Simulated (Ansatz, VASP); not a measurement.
Bi in VASP and in Ansatz

```xyz
1
Lattice="3.1380 0.0000 0.0000 0.0000 3.1380 0.0000 0.0000 0.0000 3.1380" Properties=species:S:1:pos:R:3 pbc="T T T"
Bi    0.0000    0.0000    0.0000
```

Change from the starting cell: volume scaled by 0.88, LAPW.

Alike in both runs: task single point; functional PBE; k mesh 13 × 13 × 13; occupations fermi-dirac, width 0.08 eV; no spin polarisation.

```csv
,VASP,Ansatz
version,VASP 6.6.1,Ansatz 0.2.0
potentials or method,"VASP PAW PBE potentials, release 64 (Bi_d), cutoff 520 eV","all-electron LAPW, scalar-relativistic"
```

```tsv
	VASP	Ansatz	Ansatz less VASP
pressure (GPa)	7.9	8.0	+0.10
```

Ansatz ran all-electron here, and VASP with PAW potentials.

Neither program's run includes spin-orbit coupling.
